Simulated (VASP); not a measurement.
A run of VASP 6.6.1 is set up as follows.

File INCAR:

```
  PREC = Accurate
  ENCUT = 600
  EDIFF = 1E-6
  ISMEAR = -1
  SIGMA = 0.03
  LREAL = F
  LASPH = T
  NELM = 120
  ALGO = Normal
  ISIF = 2
  LWAVE = F
  LCHARG = T
  GGA = PE
  LELF = T
  LVHAR = T
  NBANDS = 11
  GGA_COMPAT = F
```

File KPOINTS:

```
Automatic mesh
0
Gamma
  14 14 14
```

POSCAR

```
Be2C
1.0
    0.0000000000      2.1650000000      2.1650000000
    2.1650000000      0.0000000000      2.1650000000
    2.1650000000      2.1650000000      0.0000000000
Be C
2 1
Direct
    0.2500000000      0.2500000000      0.2500000000
    0.7500000000      0.7500000000      0.7500000000
    0.0000000000      0.0000000000      0.0000000000
```

Potentials or basis: VASP PAW PBE potentials, release 64 (Be, C).

The run is started by

```sh
$ cat potpaw_PBE.64/Be/POTCAR potpaw_PBE.64/C/POTCAR > POTCAR
$ mpirun -np 1 vasp_std > vasp.out
```

Problem. What does it give for the band gap on the k mesh?

Solution. 1.16 eV, indirect (least direct gap 4.13 eV).

Problem. Estimate the pressure.

Solution. 0.0 GPa.

A k mesh can miss the band edges. Expect the measured gap to be larger: semilocal functionals such as PBE lack the derivative discontinuity.
